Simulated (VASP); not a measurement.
# Be (P6_3/mmc) in VASP: notebook

Runs on Be. Level: r2SCAN. Tasks: single point.

Program: VASP 6.6.1. These are calculated values, not measurements. Logs are shortened: lines on timing, memory, paths and dates and some standing lists are left out, and cuts for length are marked.

## Step 1: The cell of the first run

Symmetry: P6_3/mmc, No. 194, hexagonal system. Conventional cell: a = 2.284 Å, b = 2.284 Å, c = 7.274 Å, α = 90.00°, β = 90.00°, γ = 120.00°. Be (site symmetry -3m) has 12 Be at 2.25 to 2.28 Å within 3.0 Å. Within 3.0 Å of Be (site symmetry -6m2) lie 12 Be at 2.25 to 2.28 Å.

## Step 2: Single point, r2SCAN (8.22 Å³/atom)

Contents of POSCAR:

```
Be
1.0
    2.2841357458      0.0000000000      0.0000000000
   -1.1420678729      1.9781195816      0.0000000000
    0.0000000000      0.0000000000      7.2743676937
Be
4
Direct
    1.0000000000      1.0000000000      1.0000000000
    0.0000000000      1.0000000000      0.5000000000
    0.3333333333      0.6666666667      0.2500000000
    0.6666666667      0.3333333333      0.7500000000
```

Contents of INCAR.step1:

```
SYSTEM = Be
PREC     = Accurate       ! precision mode
ENCUT    = 520            ! plane-wave cutoff, eV
ISMEAR   = -1             ! smearing method
SIGMA    = 0.1            ! smearing width, eV
LREAL    = .FALSE.        ! projectors in reciprocal space
LASPH    = .TRUE.         ! aspherical terms in the spheres
NELM     = 100            ! most SCF steps
NBANDS   = 12             ! bands
GGA      = PE             ! functional
ALGO     = Normal         ! electronic algorithm
EDIFF    = 1E-4           ! SCF threshold, eV
LWAVE    = .TRUE.         ! write WAVECAR
LCHARG   = .FALSE.        ! write CHGCAR
```

Contents of INCAR.step2:

```
SYSTEM = Be
PREC     = Accurate       ! precision mode
ENCUT    = 520            ! plane-wave cutoff, eV
EDIFF    = 1E-6           ! SCF threshold, eV
ISMEAR   = -1             ! smearing method
SIGMA    = 0.1            ! smearing width, eV
LREAL    = .FALSE.        ! projectors in reciprocal space
LASPH    = .TRUE.         ! aspherical terms in the spheres
NELM     = 100            ! most SCF steps
ALGO     = Normal         ! electronic algorithm
ISIF     = 2              ! what is computed and relaxed
LWAVE    = .FALSE.        ! write WAVECAR
LCHARG   = .FALSE.        ! write CHGCAR
METAGGA  = R2SCAN         ! meta-GGA
LMIXTAU  = .TRUE.       
NBANDS   = 12             ! bands
ISTART   = 1
```

Contents of KPOINTS:

```
regular mesh
0
G
  18 18 5
  0 0 0
```

Potentials or basis: VASP PAW PBE potentials, release 64 (Be).

Launch:

```sh
cat potpaw_PBE.64/Be/POTCAR > POTCAR
cp INCAR.step1 INCAR
mpirun -np 1 vasp_std > vasp.out
cp INCAR.step2 INCAR
mpirun -np 1 vasp_std > vasp.out
```

OUTCAR:

```text
SYSTEM = Be
   PREC = Accurate
   ENCUT = 520
   EDIFF = 1E-6
   ISMEAR = -1
   LREAL = .FALSE.
   LASPH = .TRUE.
   NELM = 100
   ISIF = 2
   METAGGA = R2SCAN
   ISTART = 1

 ion  position               nearest neighbor table
   1  0.000  0.000  0.000-   3 2.25   4 2.25   4 2.25   3 2.25   4 2.25   3 2.25
   2  0.000  0.000  0.500-   3 2.25   4 2.25   4 2.25   3 2.25   4 2.25   3 2.25
   3  0.333  0.667  0.250-   1 2.25   2 2.25   1 2.25   2 2.25   1 2.25   2 2.25
   4  0.667  0.333  0.750-   1 2.25   2 2.25   1 2.25   2 2.25   1 2.25   2 2.25

  LATTYP: Found a hexagonal cell.
 ALAT       =     2.2841357458
 C/A-ratio  =     3.1847352799

  Lattice vectors:

 A1 = (   2.2841357458,   0.0000000000,   0.0000000000)
 A2 = (  -1.1420678729,   1.9781195816,   0.0000000000)
 A3 = (   0.0000000000,   0.0000000000,   7.2743676937)

Analysis of symmetry for initial positions (statically):
=====================================================================
 Subroutine PRICEL returns:
 Original cell was already a primitive cell.

 Routine SETGRP: Setting up the symmetry group for a
 hexagonal supercell.

 Subroutine GETGRP returns: Found 24 space group operations
 (whereof 12 operations were pure point group operations)
 out of a pool of 24 trial point group operations.

The static configuration has the point symmetry D_3d.
 The point group associated with its full space group is D_6h.

Analysis of symmetry for dynamics (positions and initial velocities):
=====================================================================
 Subroutine PRICEL returns:
 Original cell was already a primitive cell.

 Routine SETGRP: Setting up the symmetry group for a
 hexagonal supercell.

 Subroutine GETGRP returns: Found 24 space group operations
 (whereof 12 operations were pure point group operations)
 out of a pool of 24 trial point group operations.

The dynamic configuration has the point symmetry D_3d.
 The point group associated with its full space group is D_6h.

 Subroutine INISYM returns: Found 24 space group operations
 (whereof 12 operations are pure point group operations),
 and found     1 'primitive' translations

----------------------------------------------------------------------------------------

                                     Primitive cell

  volume of cell :      32.8677

[... 102 lines left out ...]
   PSTRESS=    0.0 pullay stress
   NELECT =       8.0000    total number of electrons
   NUPDOWN=      -1.0000    fix difference up-down
   EMIN   =  10.00;   EMAX   =-10.00  energy-range for DOS
   EFERMI =   0.00;   METHOD = LEGACY
   ISMEAR =    -1;   SIGMA  =   0.10  broadening in eV -4-tet -1-fermi 0-gaus
   EFERMI_NEDOS =   21; number of points for ismear=-14 and -15
   IALGO  =     38    algorithm
   IMIX   =      4    mixing-type and parameters
     AMIX     =   0.40;   BMIX     =  1.00
     AMIX_MAG =   1.60;   BMIX_MAG =  1.00
  volume/ion in A,a.u.               =       8.22        55.45
  Fermi-wavevector in a.u.,A,eV,Ry     =   1.022151  1.931585 14.215259  1.044792
  Thomas-Fermi vector in A             =   2.155814
   LORBIT       =      0    0 simple, 1 ext, 2 COOP (PROOUT), +10 PAW based schemes
   METAGGA = R2SCAN    functional components
   LHFCALC =     F    Hartree Fock is set to
   AEXX    =    0.0000 exact exchange contribution
   IVDW    =     0    specifies the selected vdW correction
   LEPSILON=     F    determine dielectric tensor
   LRPA    =     F    only Hartree local field effects (RPA)
 non-spin polarized calculation
  energy-cutoff  :      520.00
  volume of cell :       32.87
 maximum number of plane-waves:       905
 NGX is ok and might be reduce to    18
   NGX =  9   NGY =  9   NGZ = 27

 number of electron       8.0000000 magnetization

 Free energy of the ion-electron system (eV)
  ---------------------------------------------------
  ext. energy  EPLUGINS =         0.00000000
  ---------------------------------------------------
  free energy    TOTEN  =       -17.21592669 eV

  energy without entropy =      -17.20543049  energy(sigma->0) =      -17.21067859

 E-fermi :   7.0320     XC(G=0): -11.1283

 val. band max:        7.0072618453   @ k =   0.3333   0.2778   0.2000
 cond. band min:       7.1674226432   @ k =   0.3333   0.2778   0.4000
 fundamental gap:      0.1601607979
 Fermi energy:         7.0320370802

 k-point     1 :       0.0000    0.0000    0.0000
  band No.  band energies     occupation
      1      -5.2009      2.00000
      2      -2.9427      2.00000
      3      -2.9178      2.00000
      4       2.0930      2.00000
      5       7.5532      0.01085
      6      17.5544      0.00000
      7      17.5676      0.00000
      8      24.0123      0.00000
      9      24.0123      0.00000
     10      25.2051      0.00000
     11      25.2052      0.00000
     12      25.5830      0.00000
[... 331 lines left out ...]
 k-point    24 :       0.3889    0.1111    0.0000
  band No.  band energies     occupation
      1       1.0574      2.00000
      2       2.8451      2.00000
      3       2.9289      2.00000
      4       5.0265      2.00000
      5       8.5512      0.00000
      6       8.7811      0.00000
      7      10.5273      0.00000
      8      12.6863      0.00000
      9      14.2259      0.00000
     10      14.7958      0.00000
     11      17.4059      0.00000
     12      18.3127      0.00000

 [... further k-points ...]

------------------------ aborting loop because EDIFF is reached ----------------------------------------

  FORCE on cell =-STRESS in cart. coord.  units (eV):
  Direction    XX          YY          ZZ          XY          YZ          ZX
  --------------------------------------------------------------------------------------
  -------------------------------------------------------------------------------------
  Total       -0.9396009     -0.9396009     -0.8279897      0.0000000      0.0000000      0.0000000
  in kB      -45.8019854    -45.8019854    -40.3613598      0.0000000      0.0000000      0.0000000
  external PRESSURE =     -43.9884435 kB  Pullay stress =       0.0000000 kB

 VOLUME and BASIS-vectors are now :
 -----------------------------------------------------------------------------
  energy-cutoff  :      520.00
  volume of cell :       32.87
      direct lattice vectors                 reciprocal lattice vectors
     2.284135746  0.000000000  0.000000000     0.437802351  0.252765305  0.000000000
    -1.142067873  1.978119582  0.000000000     0.000000000  0.505530611  0.000000000
     0.000000000  0.000000000  7.274367694     0.000000000  0.000000000  0.137468993

 POSITION                                       TOTAL-FORCE (eV/Angst)
 -----------------------------------------------------------------------------------
      0.00000      0.00000      0.00000         0.000000      0.000000      0.000000
      0.00000      0.00000      3.63718         0.000000      0.000000      0.000000
     -0.00000      1.31875      1.81859        -0.000000      0.000000     -0.000000
      1.14207      0.65937      5.45578         0.000000      0.000000     -0.000000
 -----------------------------------------------------------------------------------
    total drift:                               -0.000000      0.000000     -0.000000

  FREE ENERGIE OF THE ION-ELECTRON SYSTEM (eV)
  ---------------------------------------------------
  free  energy   TOTEN  =       -17.2159266859 eV

  energy  without entropy=      -17.2054304920  energy(sigma->0) =      -17.21067859
```

OUTCAR.step1:

```text
SYSTEM = Be
   PREC = Accurate
   ENCUT = 520
   ISMEAR = -1
   LREAL = .FALSE.
   LASPH = .TRUE.
   NELM = 100
[... 590 lines left out ...]
      0.00000      0.00000      3.63718         0.000000      0.000000      0.000000
     -0.00000      1.31875      1.81859        -0.000000      0.000000     -0.000000
      1.14207      0.65937      5.45578         0.000000      0.000000      0.000000
 -----------------------------------------------------------------------------------
    total drift:                               -0.000000      0.000000     -0.000000

  FREE ENERGIE OF THE ION-ELECTRON SYSTEM (eV)
  ---------------------------------------------------
  free  energy   TOTEN  =       -14.9261548405 eV

  energy  without entropy=      -14.9153857596  energy(sigma->0) =      -14.92077030
```

OSZICAR.step1:

```text
N       E                     dE             d eps       ncg     rms          rms(c)
DAV:   1     0.155241692429E+01    0.15524E+01   -0.35350E+03  2664   0.563E+02
DAV:   2    -0.145486521662E+02   -0.16101E+02   -0.15327E+02  3496   0.102E+02
DAV:   3    -0.150364415029E+02   -0.48779E+00   -0.47867E+00  3824   0.123E+01
DAV:   4    -0.150383870566E+02   -0.19456E-02   -0.19429E-02  3332   0.781E-01
DAV:   5    -0.150383945074E+02   -0.74508E-05   -0.74506E-05  3616   0.433E-02    0.160E+00
DAV:   6    -0.149587352168E+02    0.79659E-01   -0.94201E-03  3100   0.102E+00    0.982E-01
DAV:   7    -0.149262216729E+02    0.32514E-01   -0.10309E-02  3060   0.107E+00    0.352E-02
DAV:   8    -0.149261548405E+02    0.66832E-04   -0.11138E-04  3436   0.655E-02
   1 F= -.14926155E+02 E0= -.14920770E+02  d E =-.107691E-01
```

It took 2.3 min on 1 thread of Intel Xeon Platinum 8559C (Emerald Rapids), shared host; peak memory 0.16 GiB.

Results:

| Item | Value |
| --- | --- |
| Free energy | -17.2159 eV |
| Pressure | -4.4 GPa |
| Band gap on the k mesh | zero (bands 4 and 5 overlap by 1.42 eV) |

Levels at points of the mesh, in eV from the Fermi level:
| k point | band 1 | band 2 | band 3 | band 4 | band 5 | band 6 | band 7 | band 8 | band 9 |
| --- | --- | --- | --- | --- | --- | --- | --- | --- | --- |
| (0.00, 0.00, 0.00) | -12.23 | -9.97 | -9.95 | -4.94 | 0.52 | 10.52 | 10.54 | 16.98 | 16.98 |
| (0.50, 0.00, 0.00) | -5.36 | -4.37 | -3.94 | -2.97 | 0.92 | 0.97 | 4.24 | 5.94 | 7.26 |

Caveat: the cell stands under tension; the PAW data sets were made with another functional, which shifts forces and pressure a little.

## Step 3: Single point, r2SCAN (8.53 Å³/atom)

This run uses another cell than the first one, of 8.53 Å³/atom.

Contents of POSCAR:

```
Be
1.0
    2.3130519262      0.0000000000      0.0000000000
   -1.1565259631      2.0031617284      0.0000000000
    0.0000000000      0.0000000000      7.3664580736
Be
4
Direct
    1.0000000000      1.0000000000      1.0000000000
    0.0000000000      1.0000000000      0.5000000000
    0.3333333333      0.6666666667      0.2500000000
    0.6666666667      0.3333333333      0.7500000000
```

Contents of INCAR.step1:

```
PREC = Accurate
ENCUT = 520
ISMEAR = -1
SIGMA = 0.1
LREAL = F
LASPH = T
NELM = 60
NBANDS = 12
GGA = PE
ALGO = Normal
EDIFF = 1E-4
LWAVE = T
LCHARG = F
```

Contents of INCAR.step2:

```
PREC = Accurate
ENCUT = 520
EDIFF = 1E-6
ISMEAR = -1
SIGMA = 0.1
LREAL = F
LASPH = T
NELM = 60
ALGO = Normal
ISIF = 2
LWAVE = F
LCHARG = T
METAGGA = R2SCAN
LMIXTAU = T
LELF = T
LVHAR = T
NBANDS = 12
ISTART = 1
```

Contents of KPOINTS:

```
Automatic mesh
0
Gamma
  18 18 5
```

Potentials or basis: VASP PAW PBE potentials, release 64 (Be).

Launch:

```sh
cat potpaw_PBE.64/Be/POTCAR > POTCAR
cp INCAR.step1 INCAR
mpirun -np 1 vasp_std > vasp.out
cp INCAR.step2 INCAR
mpirun -np 1 vasp_std > vasp.out
```

Run time: 90 s. Hardware: 1 thread of Intel Xeon Platinum 8559C (Emerald Rapids), shared host; peak memory 0.16 GiB.

Results (log left out):

```yaml
Free_energy: -17.1653 eV
Pressure: -8.3 GPa
Band_gap_on_the_k_mesh: zero (bands 4 and 5 overlap by 1.39 eV)
```

Levels at points of the mesh, in eV from the Fermi level:
```csv
k point,band 1,band 2,band 3,band 4,band 5,band 6,band 7,band 8
"(0.00, 0.00, 0.00)",-12.02,-9.79,-9.77,-4.80,0.40,10.22,10.23,16.49
"(0.50, 0.00, 0.00)",-5.22,-4.29,-3.83,-2.92,0.81,0.86,4.14,5.80
```

Caveat: the cell stands under tension; the PAW data sets were made with another functional, which shifts forces and pressure a little.
